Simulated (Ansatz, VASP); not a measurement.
## One calculation of Al2O3, two programs

The input INCAR:

```
SYSTEM = Al2O3
PREC = Accurate
ENCUT = 910
EDIFF = 1E-6
ISMEAR = 0
SIGMA = 0.05
LREAL = .False.
LASPH = .True.
NELM = 120
ALGO = Normal
ISIF = 2
LWAVE = .False.
LCHARG = .False.
NBANDS = 20
GGA_COMPAT = .False.
```

The input KPOINTS:

```
Automatic mesh
0
Gamma
  12 12 4
  0 0 0
```

File POSCAR:

```
Al2O3
1.0
    3.2504845347      0.0000000000      0.0000000000
   -1.6252422673      2.8150021817      0.0000000000
    0.0000000000      0.0000000000      6.5276234270
Al O
2 3
Direct
    0.0000000000      0.0000000000      0.2779510000
    0.0000000000      0.0000000000      0.7220490000
    0.3333333333      0.6666666667      0.1994540000
    0.6666666667      0.3333333333      0.8005460000
    0.0000000000      0.0000000000      0.5000000000
```

Input for Ansatz:

```yaml
crystal:
  lattice:
    - [3.2504845347, 0.0, 0.0]
    - [-1.6252422673, 2.8150021817, 0.0]
    - [0.0, 0.0, 6.527623427]
  atoms:
    - { symbol: Al, position: [0.0, 0.0, 0.277951] }
    - { symbol: Al, position: [0.0, 0.0, 0.722049] }
    - { symbol: O, position: [0.3333333333, 0.6666666667, 0.199454] }
    - { symbol: O, position: [0.6666666667, 0.3333333333, 0.800546] }
    - { symbol: O, position: [0.0, 0.0, 0.5] }
basis:
  ecutwfc: 420
kpoints:
  mp_grid: { grid: [12, 12, 4] }
hamiltonian:
  xc: lda
scf:
  occupations: { method: gaussian, width: 0.05 }
output:
  forces: true
  stress: true
  eigenvalues: true
```

Alike in both runs: task single point; functional LDA; k mesh 12 × 12 × 4; occupations gaussian, width 0.05 eV; no spin polarisation.

```csv
,VASP,Ansatz
version,VASP 6.6.1,Ansatz 0.2.0
potentials or method,"VASP PAW LDA potentials, release 64 (Al, O_h), cutoff 910 eV","scalar-relativistic, plane waves, PAW"
valence electrons in the cell,24,24
```

VASP gave:

- gap on the k mesh at the Fermi level (eV): 2.82
- least direct gap on the mesh (eV): 3.10
- rms of the force components (eV/Å): 4.774

Q: Estimate Ansatz's values.

A: gap on the k mesh at the Fermi level (eV): 2.83; least direct gap on the mesh (eV): 3.11; rms of the force components (eV/Å): 4.646.

LDA's correlation is that of Perdew and Zunger in VASP and of Perdew and Wang (1992) in Ansatz. Atom by atom the forces differ by 0.129 eV/Å (rms over components).

Noted on VASP's run: the cutoff is short for stress, so the pressure is rough.
